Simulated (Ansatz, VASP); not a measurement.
## One calculation of KTaO3, two programs

File INCAR:

```
SYSTEM = KTaO3
PREC = Accurate
ENCUT = 520
EDIFF = 1E-8
ISMEAR = -1
SIGMA = 0.01
LREAL = .FALSE.
LASPH = .TRUE.
NELM = 100
ALGO = Normal
ISIF = 2
LWAVE = .FALSE.
LCHARG = .FALSE.
GGA = PE
LEFG = .TRUE.
NBANDS = 27
```

The input KPOINTS:

```
Automatic mesh
0
G
  5 5 5
  0 0 0
```

POSCAR

```
KTaO3
1.0
    4.0680660000      0.0000000000      0.0000000000
    0.0000000000      4.0680660000      0.0000000000
    0.0000000000      0.0000000000      3.9883000000
K Ta O
1 1 3
Direct
    0.5000000000      0.5000000000      0.5000000000
    0.0000000000      0.0000000000      0.0000000000
    0.5000000000      0.0000000000      0.0000000000
    0.0000000000      0.5000000000      0.0000000000
    0.0000000000      0.0000000000      0.5000000000
```

Input for Ansatz:

```yaml
crystal:
  lattice:
    - [4.068066, 0.0, 0.0]
    - [0.0, 4.068066, 0.0]
    - [0.0, 0.0, 3.9883]
  atoms:
    - { symbol: K, position: [0.5, 0.5, 0.5] }
    - { symbol: Ta, position: [0.0, 0.0, 0.0] }
    - { symbol: O, position: [0.5, 0.0, 0.0] }
    - { symbol: O, position: [0.0, 0.5, 0.0] }
    - { symbol: O, position: [0.0, 0.0, 0.5] }
kpoints:
  mp_grid: { grid: [5, 5, 5] }
scf:
  occupations: { method: fermi_dirac, width: 0.01 }
hamiltonian:
  xc: pbe
  pseudopotentials: { kind: all_electron, datasets: crystal }
output:
  forces: true
  stress: true
  eigenvalues: true
  efg: { contact_densities: true }
```

Change from the starting cell: equal xx and yy strain of +2 %, crystal datasets.

Alike in both runs: task electric field gradients; functional PBE; k mesh 5 × 5 × 5; occupations fermi-dirac, width 0.01 eV; no spin polarisation.

|  | VASP | Ansatz |
| --- | --- | --- |
| version | VASP 6.6.1 | Ansatz 0.2.0 |
| potentials or method | VASP PAW PBE potentials, release 64 (K_sv, Ta_pv, O), cutoff 520 eV | all-electron PAW with datasets made for the crystal, scalar-relativistic |

|  | VASP | Ansatz | Ansatz less VASP |
| --- | --- | --- | --- |
| gap on the k mesh at the Fermi level (eV) | 2.17 | 2.22 | +0.054 |
| pressure (GPa) | -1.6 | -2.0 | -0.43 |
| traceless stress, the component that is largest in VASP (GPa) | 4.45 | 4.37 | -0.084 |
| size of Vzz on the site where it differs most (V/Å²) | 101.6 | 99.5 | -2.19 |

Ansatz ran all-electron here, and VASP with PAW potentials.

Neither program's run includes spin-orbit coupling.
